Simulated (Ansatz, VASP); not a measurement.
## Rh: VASP beside Ansatz

INCAR

```
ALGO = Normal
EDIFF = 1E-6
ENCUT = 520
ISIF = 2
ISMEAR = -1
LASPH = True
LCHARG = False
LREAL = False
LWAVE = False
NBANDS = 14
NELM = 100
PREC = Accurate
SIGMA = 0.05
```

KPOINTS

```
k-points
0
Gamma
  12 12 12
```

File POSCAR:

```
Rh
1.0
    0.0000000000      1.8591074964      1.8591074964
    1.8591074964      0.0000000000      1.8591074964
    1.8591074964      1.8591074964      0.0000000000
Rh
1
Direct
    0.0000000000      0.0000000000      0.0000000000
```

The input input.yaml:

```yaml
crystal:
  lattice:
    - [0.0, 1.8591074964, 1.8591074964]
    - [1.8591074964, 0.0, 1.8591074964]
    - [1.8591074964, 1.8591074964, 0.0]
  atoms:
    - { symbol: Rh, position: [0.0, 0.0, 0.0] }
kpoints:
  mp_grid: { grid: [12, 12, 12] }
scf:
  occupations: { method: fermi_dirac, width: 0.05 }
hamiltonian:
  xc: lda
  pseudopotentials: { kind: all_electron, lapw: { basis_error: 0.001 } }
output:
  forces: true
  stress: true
  eigenvalues: true
```

Change from the starting cell: volume scaled by 0.94.

Alike in both runs: task single point; functional LDA; k mesh 12 × 12 × 12; occupations fermi-dirac, width 0.05 eV; no spin polarisation.

|  | VASP | Ansatz |
| --- | --- | --- |
| version | VASP 6.6.1 | Ansatz 0.2.0 |
| potentials or method | VASP PAW LDA potentials, release 64 (Rh_pv), cutoff 520 eV | all-electron LAPW, scalar-relativistic |

Ansatz gave:

* gap on the k mesh at the Fermi level (eV): none
* pressure (GPa): 9.6

Problem. What did VASP give for the same quantities?

Solution. gap on the k mesh at the Fermi level (eV): none; pressure (GPa): 10.6.

LDA's correlation is that of Perdew and Zunger in VASP and of Perdew and Wang (1992) in Ansatz. A gap of «none» marks a metal or a gap that the smearing closes. Ansatz ran all-electron here, and VASP with PAW potentials.
